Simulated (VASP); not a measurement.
Write the native input for VASP 6.6.1 that does the following.

* Task: single point
* Functional: PBEsol
* Potentials or basis: VASP PAW PBE potentials, release 64 (Si, Ni)
* Cutoff: 520 eV
* k mesh: 8 × 8 × 8
* Occupations: gaussian, width 0.1 eV
* Spin: no spin polarisation
* Dipole correction: no
* Further INCAR settings: ALGO = Normal; EDIFF = 1e-06; NBANDS = 38

The structure of SiNi lies in POSCAR:

```
SiNi
1.0
    4.3767681738      0.0000000000      0.0000000000
    0.0000000000      4.3767681738      0.0000000000
    0.0000000000      0.0000000000      4.3767681738
Si Ni
4 4
Direct
    0.8468406537      0.8468406537      0.8468406537
    0.6531593463      0.1531593463      0.3468406537
    0.3468406537      0.6531593463      0.1531593463
    0.1531593463      0.3468406537      0.6531593463
    0.1499720746      0.1499720746      0.1499720746
    0.3500279254      0.8500279254      0.6499720746
    0.6499720746      0.3500279254      0.8500279254
    0.8500279254      0.6499720746      0.3500279254
```

This cell differs from its parent crystal: volume scaled by 0.94, then relaxed in part.

One way to write it, as run:

INCAR

```
PREC = Accurate ; ENCUT = 520
EDIFF = 1E-6 ; ISMEAR = 0
SIGMA = 0.1 ; LREAL = False
LASPH = True ; NELM = 100
ALGO = Normal ; ISIF = 2
LWAVE = False ; LCHARG = False
GGA = PS ; NBANDS = 38
```

KPOINTS

```
Automatic mesh
0
Gamma
  8 8 8
```

Potentials or basis: VASP PAW PBE potentials, release 64 (Si, Ni).

Run with:

```bash
$ cat potpaw_PBE.64/Si/POTCAR potpaw_PBE.64/Ni/POTCAR > POTCAR
$ mpirun -np 1 vasp_std > vasp.out
```

Results of the run:

```json
{"Pressure": "14.6 GPa", "Band gap on the k mesh": "zero (band 28 reaches 14.46 eV, above the bottom of band 29 at 13.12 eV)"}
```

Caveat: the PAW data sets were made with another functional, which shifts forces and pressure a little.

It took 69 s on 1 thread of Intel(R) Xeon(R) 6975P-C (Granite Rapids), on a shared host, peak memory 0.26 GiB.
